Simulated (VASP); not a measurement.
# MgO (P6_3mc) in VASP: a series of runs

Runs on MgO. Level: PBEsol. Tasks: single point.

Everything below comes from runs of VASP 6.6.1. Logs are shortened: lines on timing, memory, paths and dates and some standing lists are left out, and cuts for length are marked.

### Step 1. The cell of the first run

It takes space group P6_3mc (No. 186, hexagonal). The conventional cell has a = 3.535 Å, b = 3.535 Å, c = 5.120 Å, α = 90.00°, β = 90.00°, γ = 120.00°. Mg (site symmetry 3m) has 4 O at 2.03 to 2.11 Å within 2.7 Å. Within 2.7 Å of O (site symmetry 3m) lie 4 Mg at 2.03 to 2.11 Å.

### Step 2. Single point, PBEsol

Contents of INCAR:

```
  PREC = Accurate
  ENCUT = 520
  EDIFF = 1E-6
  ISMEAR = 0
  SIGMA = 0.05
  LREAL = False
  LASPH = True
  NELM = 100
  ALGO = Normal
  ISIF = 2
  LWAVE = False
  LCHARG = False
  GGA = PS
  NBANDS = 16
```

Contents of KPOINTS:

```
Automatic mesh
0
Gamma
  9 9 6
```

Contents of POSCAR:

```
MgO
1.0
    3.5347000000      0.0000000000      0.0000000000
   -1.7673500000      3.0611399948      0.0000000000
    0.0000000000      0.0000000000      5.1198000000
Mg O
2 2
Direct
    0.3333333333      0.6666666667      0.0036583380
    0.6666666667      0.3333333333      0.5036583380
    0.3333333333      0.6666666667      0.4009416620
    0.6666666667      0.3333333333      0.9009416620
```

Potentials or basis: VASP PAW PBE potentials, release 64 (Mg, O).

Started as:

```
$ cat potpaw_PBE.64/Mg/POTCAR potpaw_PBE.64/O/POTCAR > POTCAR
$ mpirun -np 1 vasp_std > vasp.out
```

OUTCAR:

```text
PREC = Accurate
   ENCUT = 520
   EDIFF = 1E-6
   ISMEAR = 0
   LREAL = False
   LASPH = True
   NELM = 100
   ISIF = 2
   GGA = PS

 ion  position               nearest neighbor table
   1  0.333  0.667  0.004-   3 2.03   4 2.11   4 2.11   4 2.11   2 3.27   2 3.27   2 3.27   2 3.27
                             2 3.27   2 3.27
   2  0.667  0.333  0.504-   4 2.03   3 2.11   3 2.11   3 2.11   1 3.27   1 3.27   1 3.27   1 3.27
                             1 3.27   1 3.27
   3  0.333  0.667  0.401-   1 2.03   2 2.11   2 2.11   2 2.11
   4  0.667  0.333  0.901-   2 2.03   1 2.11   1 2.11   1 2.11

  LATTYP: Found a hexagonal cell.
 ALAT       =     3.5347000000
 C/A-ratio  =     1.4484397544

  Lattice vectors:

 A1 = (   3.5347000000,   0.0000000000,   0.0000000000)
 A2 = (  -1.7673500000,   3.0611399948,   0.0000000000)
 A3 = (   0.0000000000,   0.0000000000,   5.1198000000)

Analysis of symmetry for initial positions (statically):
=====================================================================
 Subroutine PRICEL returns:
 Original cell was already a primitive cell.

 Routine SETGRP: Setting up the symmetry group for a
 hexagonal supercell.

 Subroutine GETGRP returns: Found 12 space group operations
 (whereof  6 operations were pure point group operations)
 out of a pool of 24 trial point group operations.

The static configuration has the point symmetry C_3v.
 The point group associated with its full space group is C_6v.

Analysis of symmetry for dynamics (positions and initial velocities):
=====================================================================
 Subroutine PRICEL returns:
 Original cell was already a primitive cell.

 Routine SETGRP: Setting up the symmetry group for a
 hexagonal supercell.

 Subroutine GETGRP returns: Found 12 space group operations
 (whereof  6 operations were pure point group operations)
 out of a pool of 24 trial point group operations.

The dynamic configuration has the point symmetry C_3v.
 The point group associated with its full space group is C_6v.

 Subroutine INISYM returns: Found 12 space group operations
 (whereof  6 operations are pure point group operations),
 and found     1 'primitive' translations

----------------------------------------------------------------------------------------

[... 91 lines left out ...]
   LNONCOLLINEAR =      F non collinear calculations
   LSORBIT =      F    spin-orbit coupling
   LASPH  =      T    aspherical Exc in radial PAW
   ENCUT  =  520.0 eV  38.22 Ry    6.18 a.u.   6.57  6.57  9.52*2*pi/ulx,y,z
   NELM   =    100;   NELMIN=  2; NELMDL= -5     # of ELM steps
   EDIFF  = 0.1E-05   stopping-criterion for ELM
   LREAL  =      F    real-space projection
   EDIFFG = 0.1E-04   stopping-criterion for IOM
   NSW    =      0    number of steps for IOM
   IBRION =     -1    ionic relax: 0-MD 1-quasi-New 2-CG
   NFREE  =      0    steps in history (QN), initial steepest desc. (CG)
   ISIF   =      2    stress and relaxation
   ISYM   =      2    0-nonsym 1-usesym 2-fastsym
   POTIM  = 0.5000    time-step for ionic-motion
   TEBEG  =    0.0;   TEEND  =   0.0 temperature during run
   PSTRESS=    0.0 pullay stress
   NELECT =      16.0000    total number of electrons
   NUPDOWN=      -1.0000    fix difference up-down
   EMIN   =  10.00;   EMAX   =-10.00  energy-range for DOS
   EFERMI =   0.00;   METHOD = LEGACY
   ISMEAR =     0;   SIGMA  =   0.05  broadening in eV -4-tet -1-fermi 0-gaus
   EFERMI_NEDOS =   21; number of points for ismear=-14 and -15
   IALGO  =     38    algorithm
   IMIX   =      4    mixing-type and parameters
     AMIX     =   0.40;   BMIX     =  1.00
     AMIX_MAG =   1.60;   BMIX_MAG =  1.00
  volume/ion in A,a.u.               =      13.85        93.46
  Fermi-wavevector in a.u.,A,eV,Ry     =   1.082144  2.044957 15.932921  1.171037
  Thomas-Fermi vector in A             =   2.218179
   LORBIT       =      0    0 simple, 1 ext, 2 COOP (PROOUT), +10 PAW based schemes
   GGA     = PS    functional components
   LHFCALC =     F    Hartree Fock is set to
   AEXX    =    0.0000 exact exchange contribution
   IVDW    =     0    specifies the selected vdW correction
   LEPSILON=     F    determine dielectric tensor
   LRPA    =     F    only Hartree local field effects (RPA)
 non-spin polarized calculation
 Gauss-broadening in eV      SIGMA  =   0.05
  energy-cutoff  :      520.00
  volume of cell :       55.40
 maximum number of plane-waves:      1520
 NGX is ok and might be reduce to    28
   NGX = 13   NGY = 13   NGZ = 19

 number of electron      16.0000000 magnetization

 Free energy of the ion-electron system (eV)
  ---------------------------------------------------
  ext. energy  EPLUGINS =         0.00000000
  ---------------------------------------------------
  free energy    TOTEN  =       -24.10231588 eV

  energy without entropy =      -24.10231588  energy(sigma->0) =      -24.10231588

 E-fermi :   0.5071     XC(G=0):  -9.2983

 val. band max:        0.2457819430   @ k =   0.0000   0.0000   0.0000
 cond. band min:       2.7725372254   @ k =   0.0000   0.0000   0.0000
 fundamental gap:      2.5267552824
 Fermi energy:         0.5070738750

 k-point     1 :       0.0000    0.0000    0.0000
  band No.  band energies     occupation
      1     -15.4877      2.00000
      2     -14.8489      2.00000
      3      -2.5906      2.00000
      4      -0.5159      2.00000
      5      -0.5159      2.00000
      6      -0.1442      2.00000
[... 433 lines left out ...]
      3      -2.1214      2.00000
      4      -1.7769      2.00000
      5      -1.7769      2.00000
      6      -0.9068      2.00000
[... 8 lines left out ...]
     15      12.5757      0.00000
     16      15.1075      0.00000

 [... further k-points ...]
[... 5 lines left out ...]
  --------------------------------------------------------------------------------------
  -------------------------------------------------------------------------------------
  Total       -5.7076315     -5.7076315     -3.2561764      0.0000000      0.0000000     -0.0000000
  in kB     -165.0736520   -165.0736520    -94.1737283      0.0000000      0.0000000     -0.0000000
  external PRESSURE =    -141.4403441 kB  Pullay stress =       0.0000000 kB

 VOLUME and BASIS-vectors are now :
 -----------------------------------------------------------------------------
  energy-cutoff  :      520.00
  volume of cell :       55.40
      direct lattice vectors                 reciprocal lattice vectors
     3.534700000  0.000000000  0.000000000     0.282909441  0.163337842  0.000000000
    -1.767350000  3.061139995  0.000000000     0.000000000  0.326675683  0.000000000
     0.000000000  0.000000000  5.119800000     0.000000000  0.000000000  0.195320130

 POSITION                                       TOTAL-FORCE (eV/Angst)
 -----------------------------------------------------------------------------------
     -0.00000      2.04076      0.01873        -0.000000     -0.000000     -0.146902
      1.76735      1.02038      2.57863         0.000000      0.000000     -0.146902
     -0.00000      2.04076      2.05274        -0.000000      0.000000      0.146902
      1.76735      1.02038      4.61264         0.000000     -0.000000      0.146902
 -----------------------------------------------------------------------------------
    total drift:                               -0.000000     -0.000000     -0.000996

  FREE ENERGIE OF THE ION-ELECTRON SYSTEM (eV)
  ---------------------------------------------------
  free  energy   TOTEN  =       -24.1023158810 eV

  energy  without entropy=      -24.1023158810  energy(sigma->0) =      -24.10231588
```

OSZICAR:

```text
N       E                     dE             d eps       ncg     rms          rms(c)
DAV:   1     0.610742415899E+02    0.61074E+02   -0.72098E+03  1536   0.865E+02
DAV:   2    -0.231849493749E+02   -0.84259E+02   -0.76871E+02  2128   0.184E+02
DAV:   3    -0.278819815110E+02   -0.46970E+01   -0.46852E+01  1776   0.467E+01
DAV:   4    -0.279035316332E+02   -0.21550E-01   -0.21550E-01  1840   0.374E+00
DAV:   5    -0.279036495869E+02   -0.11795E-03   -0.11795E-03  1800   0.266E-01    0.107E+01
DAV:   6    -0.242652357608E+02    0.36384E+01   -0.11601E+01  1552   0.244E+01    0.439E+00
DAV:   7    -0.241400638131E+02    0.12517E+00   -0.29086E-01  1536   0.418E+00    0.219E+00
DAV:   8    -0.241046824111E+02    0.35381E-01   -0.13395E-01  1608   0.373E+00    0.549E-01
DAV:   9    -0.241016694222E+02    0.30130E-02   -0.49978E-03  1864   0.628E-01    0.149E-01
DAV:  10    -0.241023076585E+02   -0.63824E-03   -0.61764E-04  1592   0.174E-01    0.191E-02
DAV:  11    -0.241023158027E+02   -0.81442E-05   -0.23672E-05  1920   0.333E-02    0.187E-02
DAV:  12    -0.241023158810E+02   -0.78328E-07   -0.51371E-06  1584   0.201E-02
   1 F= -.24102316E+02 E0= -.24102316E+02  d E =-.800951E-16
```

Run time: 18 s. Hardware: 1 thread of AMD EPYC 9R45 (Zen 5), shared host; peak memory 0.17 GiB.

Results:

```yaml
Free_energy: -24.1023 eV
Pressure: -14.1 GPa
Largest_force: 0.147 eV/Å
Band_gap_on_the_k_mesh: 2.53 eV, direct
```

Forces on the atoms (eV/Å):
```
Mg   0.000  0.000 -0.147
Mg   0.000  0.000 -0.147
O    0.000  0.000  0.147
O    0.000  0.000  0.147
```

Caveat: the PAW data sets were made with another functional, which shifts forces and pressure a little.

(Part 1 of 2 ends here.)
